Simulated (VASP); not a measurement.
Input of a VASP 6.6.1 run:

File INCAR:

```
PREC = Accurate
ENCUT = 520
EDIFF = 1E-6
ISMEAR = 0
SIGMA = 0.01
LREAL = False
LASPH = True
NELM = 80
ALGO = Normal
ISIF = 2
LWAVE = False
LCHARG = False
GGA = PE
NBANDS = 26
```

Contents of KPOINTS:

```
Automatic mesh
0
Gamma
  6 6 4
```

POSCAR

```
CdS
1.0
    4.4324862132      0.0000000000      0.0000000000
   -2.2162431066      3.8386456626      0.0000000000
    0.0000000000      0.0000000000      5.8308019340
Cd S
2 2
Direct
    0.3333333333      0.6666666667      0.2500000000
    0.6666666667      0.3333333333      0.7500000000
    0.6666666667      0.3333333333      0.2500000000
    0.3333333333      0.6666666667      0.7500000000
```

Potentials or basis: VASP PAW PBE potentials, release 64 (Cd, S).

Launch:

```sh
$ cat potpaw_PBE.64/Cd/POTCAR potpaw_PBE.64/S/POTCAR > POTCAR
$ mpirun -np 1 vasp_std > vasp.out
```

Problem. Predict the pressure.

Solution. 0.3 GPa.

Problem. What does it give for the band gap on the k mesh?

Solution. 1.02 eV (least direct gap 1.27 eV).

Stress tensor (GPa, compression positive):
```
0.37 0.00 0.00
0.00 0.37 0.00
0.00 0.00 0.23
```

A k mesh can miss the band edges.
